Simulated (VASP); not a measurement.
Write the native input for VASP 6.6.1 that does the following.

```
Task                   : single point
Functional             : r2SCAN
Potentials or basis    : VASP PAW PBE potentials, release 64 (Ga_d, N)
Cutoff                 : 520 eV
k mesh                 : 15 × 15 × 15
Occupations            : fermi-dirac, width 0.1 eV
Spin                   : no spin polarisation
Dipole correction      : no
Further INCAR settings : ALGO = Normal; EDIFF = 1e-06; NBANDS = 16
```

Crystal: GaN (rocksalt type).

```xyz
2
Lattice="0.0000 2.1086 2.1086 2.1086 0.0000 2.1086 2.1086 2.1086 0.0000" Properties=species:S:1:pos:R:3 pbc="T T T"
Ga    0.0000    0.0000    0.0000
N     2.1086    2.1086    2.1086
```

One way to write it, as run:

POSCAR

```
GaN
1.0
    0.0000000000      2.1086022615      2.1086022615
    2.1086022615      0.0000000000      2.1086022615
    2.1086022615      2.1086022615      0.0000000000
Ga N
1 1
Direct
    0.0000000000      0.0000000000      0.0000000000
    0.5000000000      0.5000000000      0.5000000000
```

INCAR.step1

```
PREC = Accurate
ENCUT = 520
ISMEAR = -1
SIGMA = 0.1
LREAL = F
LASPH = T
NELM = 60
NBANDS = 16
GGA = PE
ALGO = Normal
EDIFF = 1E-4
LWAVE = T
LCHARG = F
```

INCAR.step2

```
PREC = Accurate
ENCUT = 520
EDIFF = 1E-6
ISMEAR = -1
SIGMA = 0.1
LREAL = F
LASPH = T
NELM = 60
ALGO = Normal
ISIF = 2
LWAVE = F
LCHARG = T
METAGGA = R2SCAN
LMIXTAU = T
LELF = T
LVHAR = T
NBANDS = 16
ISTART = 1
```

KPOINTS

```
Automatic mesh
0
Gamma
  15 15 15
```

Potentials or basis: VASP PAW PBE potentials, release 64 (Ga_d, N).

The run is started by

```sh
$ cat potpaw_PBE.64/Ga_d/POTCAR potpaw_PBE.64/N/POTCAR > POTCAR
$ cp INCAR.step1 INCAR
$ mpirun -np 1 vasp_std > vasp.out
$ cp INCAR.step2 INCAR
$ mpirun -np 1 vasp_std > vasp.out
```

It gave:

```json
{"Pressure": "1.3 GPa", "Band gap on the k mesh": "1.24 eV (least direct gap 3.41 eV)"}
```

Caveat: the PAW data sets were made with another functional, which shifts forces and pressure a little; an odd mesh through Γ misses points on the zone boundary, where band edges can lie.

Run time: 2.2 min on 1 thread of Intel Xeon 8259CL, on a shared host, peak memory 0.17 GiB.
